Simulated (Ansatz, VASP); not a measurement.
# One calculation of ScAl3As4, two programs

```
Sc Al As
1.0
     4.08928   -0.00010   -0.00214
    -2.04469    3.54150   -0.00276
    -0.00724   -0.01518   13.68191
Sc Al As
1 3 4
Direct
  0.99680 0.99672 0.24742
  0.00073 0.00074 0.74857
  0.33605 0.66943 0.98940
  0.33220 0.66549 0.50640
  0.00328 0.00335 0.05071
  0.99934 0.99933 0.56542
  0.33041 0.66374 0.32558
  0.33451 0.66787 0.80731
```

Change from the starting cell: cell x1, atoms moved at random (sigma 0.05 Å) and cell strained at random (1.5 %), then relaxed without symmetry.

Alike in both runs: functional PBE; k mesh 6 × 6 × 1; occupations gaussian, width 0.1 eV; no spin polarisation.

Ansatz relaxed the structure, and its values are those at the end. VASP's run is a single point on that final structure, the one shown.

|  | VASP | Ansatz |
| --- | --- | --- |
| version | VASP 6.6.1 | Ansatz 0.2.0 |
| potentials or method | VASP PAW PBE potentials, release 64 (Sc_sv, Al, As), cutoff 520 eV | scalar-relativistic, plane waves, PAW |
| valence electrons in the cell | 40 | 80 |

|  | VASP | Ansatz | Ansatz less VASP |
| --- | --- | --- | --- |
| gap on the k mesh at the Fermi level (eV) | 1.31 | 1.32 | +0.009 |
| least direct gap on the mesh (eV) | 1.60 | 1.60 | +0.002 |
| pressure (GPa) | 0.2 | 0.0 | -0.17 |
| rms of the force components (eV/Å) | 0.007 | 0.003 | -0.0041 |

With one functional, cell and mesh, what is left measures potentials, basis and numerics. VASP's potentials hold 40 valence electrons a cell and Ansatz's 80, so a difference there can come from the potentials and not from the codes.

The k mesh is coarse, so the values compare programs but aren't converged.
